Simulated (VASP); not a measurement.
Here is a VASP 6.6.1 calculation.

INCAR

```
ALGO = Normal
EDIFF = 1E-7
ENCUT = 520
GGA = PE
ISIF = 2
ISMEAR = 0
LASPH = True
LCHARG = True
LELF = True
LREAL = False
LVHAR = True
LWAVE = False
NBANDS = 8
NELM = 60
PREC = Accurate
SIGMA = 0.02
```

File KPOINTS:

```
k-points
0
Gamma
  12 12 12
```

The input POSCAR:

```
Sb
1.0
   -1.5765401831      1.5765401831      2.7119384313
    1.5765401831     -1.5765401831      2.7119384313
    1.5765401831      1.5765401831     -2.7119384313
Sb
1
Direct
    0.0000000000      0.0000000000      0.0000000000
```

Potentials or basis: VASP PAW PBE potentials, release 64 (Sb).

Command:

```console
$ cat potpaw_PBE.64/Sb/POTCAR > POTCAR
$ mpirun -np 1 vasp_std > vasp.out
```

Predict the pressure.

1.7 GPa.

Stress tensor (GPa, compression positive):
```
1.94 0.00 0.00
0.00 1.94 0.00
0.00 0.00 1.19
```
